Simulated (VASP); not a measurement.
Write the native input for VASP 6.6.1 that does the following.

- Task: single point
- Functional: PBE
- Dispersion: D3(BJ)
- Potentials or basis: VASP PAW PBE potentials, release 64 (Se)
- Cutoff: 520 eV
- k mesh: 12 × 12 × 8
- Occupations: gaussian, width 0.02 eV
- Spin: no spin polarisation
- Dipole correction: no
- Further INCAR settings: ALGO = Normal; EDIFF = 1e-06; NBANDS = 16

The structure of Se lies in POSCAR:

```
Se
1.0
    4.0662414390      0.0000000000      0.0000000000
   -2.0331207195      3.5214683841      0.0000000000
    0.0000000000      0.0000000000      5.1274762877
Se
3
Direct
    0.2475669261      0.0000000000      0.3333333333
    0.0000000000      0.2475669261      0.6666666667
    0.7524330739      0.7524330739      0.0000000000
```

The input as run:

INCAR

```
SYSTEM = Se
PREC = Accurate
ENCUT = 520
EDIFF = 1E-6
ISMEAR = 0
SIGMA = 0.02
LREAL = .False.
LASPH = .True.
NELM = 80
ALGO = Normal
ISIF = 2
LWAVE = .False.
LCHARG = .False.
GGA = PE
IVDW = 12
NBANDS = 16
```

KPOINTS

```
regular mesh
0
Gamma
  12 12 8
  0 0 0
```

Potentials or basis: VASP PAW PBE potentials, release 64 (Se).

Run with:

```bash
$ cat potpaw_PBE.64/Se/POTCAR > POTCAR
$ mpirun -np 1 vasp_std > vasp.out
```

It gave:

```
Pressure                   : 0.1 GPa
Largest force              : 0.016 eV/Å
Band gap on the k mesh     : 0.51 eV, indirect (least direct gap 0.53 eV)
Dispersion energy per atom : -0.357 eV
```

It took 2.7 min on 1 thread of Oxide Virtual Turin-like Processor (shared host), peak memory 0.24 GiB.
